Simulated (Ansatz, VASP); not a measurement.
## One calculation of Ca, two programs

INCAR

```
SYSTEM = Ca
  PREC = Accurate
  ENCUT = 520
  EDIFF = 1E-7
  ISMEAR = 0
  SIGMA = 0.1
  LREAL = .FALSE.
  LASPH = .TRUE.
  NELM = 80
  ALGO = Fast
  ISIF = 2
  LWAVE = .FALSE.
  LCHARG = .TRUE.
  LDIPOL = .TRUE.
  IDIPOL = 3
  DIPOL = 0.5 0.5 0.500
  GGA = CA
  LELF = .TRUE.
  LVHAR = .TRUE.
  LVACPOTAV = .TRUE.
  NBANDS = 44
```

The input KPOINTS:

```
regular mesh
0
G
  9 7 1
  0 0 0
```

POSCAR

```
Ca
1.0
    3.7750735674      0.0000000000      0.0000000000
    0.0000000000      5.3387602380      0.0000000000
    0.0000000000      0.0000000000     26.3252207023
Ca
7
Direct
    0.5000000000      0.5000000000      0.2848978964
    0.0000000000      0.0000000000      0.3565985976
    0.5000000000      0.5000000000      0.4282992988
    0.0000000000      0.0000000000      0.5000000000
    0.5000000000      0.5000000000      0.5717007012
    0.0000000000      0.0000000000      0.6434014024
    0.5000000000      0.5000000000      0.7151021036
```

Input for Ansatz:

```yaml
crystal:
  lattice:
    - [3.7750735674, 0.0, 0.0]
    - [0.0, 5.338760238, 0.0]
    - [0.0, 0.0, 26.3252207023]
  atoms:
    - { symbol: Ca, position: [0.5, 0.5, 0.2848978964] }
    - { symbol: Ca, position: [0.0, 0.0, 0.3565985976] }
    - { symbol: Ca, position: [0.5, 0.5, 0.4282992988] }
    - { symbol: Ca, position: [0.0, 0.0, 0.5] }
    - { symbol: Ca, position: [0.5, 0.5, 0.5717007012] }
    - { symbol: Ca, position: [0.0, 0.0, 0.6434014024] }
    - { symbol: Ca, position: [0.5, 0.5, 0.7151021036] }
basis:
  ecutwfc: 420
kpoints:
  mp_grid: { grid: [9, 7, 1] }
hamiltonian:
  xc: lda
scf:
  occupations: { method: gaussian, width: 0.1 }
output:
  forces: true
  stress: true
  eigenvalues: true
  write_density: true
  write_potential: true
  elf: true
  volumetric_format: npy
efield:
  axis: 3
  dipole_correction: true
```

Alike in both runs: task single point; functional LDA; k mesh 9 × 7 × 1; occupations gaussian, width 0.1 eV; no spin polarisation.

|  | VASP | Ansatz |
| --- | --- | --- |
| version | VASP 6.6.1 | Ansatz 0.2.0 |
| potentials or method | VASP PAW LDA potentials, release 64 (Ca_sv), cutoff 520 eV | scalar-relativistic, plane waves, PAW |
| valence electrons in the cell | 70 | 70 |

```tsv
	VASP	Ansatz	Ansatz less VASP
gap on the k mesh at the Fermi level (eV)	none	none	-
rms of the force components (eV/Å)	0.033	0.033	+0.0006
work function, face that differs most (eV)	2.92	2.92	0.000
```

LDA's correlation is that of Perdew and Zunger in VASP and of Perdew and Wang (1992) in Ansatz. Atom by atom the forces differ by 0.001 eV/Å (rms over components). A gap of «none» marks a metal or a gap that the smearing closes. Ansatz's warnings: vacuum density over bound, xc potential rough in thin density.
